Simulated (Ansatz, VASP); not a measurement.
# NbP: VASP beside Ansatz

```xyz
2
Lattice="0.0000 2.7817 2.7817 2.7817 0.0000 2.7817 2.7817 2.7817 0.0000" Properties=species:S:1:pos:R:3 pbc="T T T"
Nb    0.0000    0.0000    0.0000
P     1.3909    1.3909    1.3909
```

Alike in both runs: task single point; functional PBEsol; k mesh 10 × 10 × 10; occupations gaussian, width 0.05 eV; no spin polarisation.

|  | VASP | Ansatz |
| --- | --- | --- |
| version | VASP 6.6.1 | Ansatz 0.2.0 |
| potentials or method | VASP PAW PBE potentials, release 64 (Nb_sv, P), cutoff 520 eV | scalar-relativistic, plane waves, PAW |
| valence electrons in the cell | 18 | 18 |

```tsv
	VASP	Ansatz	Ansatz less VASP
gap on the k mesh at the Fermi level (eV)	none	none	-
pressure (GPa)	-2.3	-2.2	+0.11
```

VASP's potentials were made for PBE, not for PBEsol. A gap of «none» marks a metal or a gap that the smearing closes.
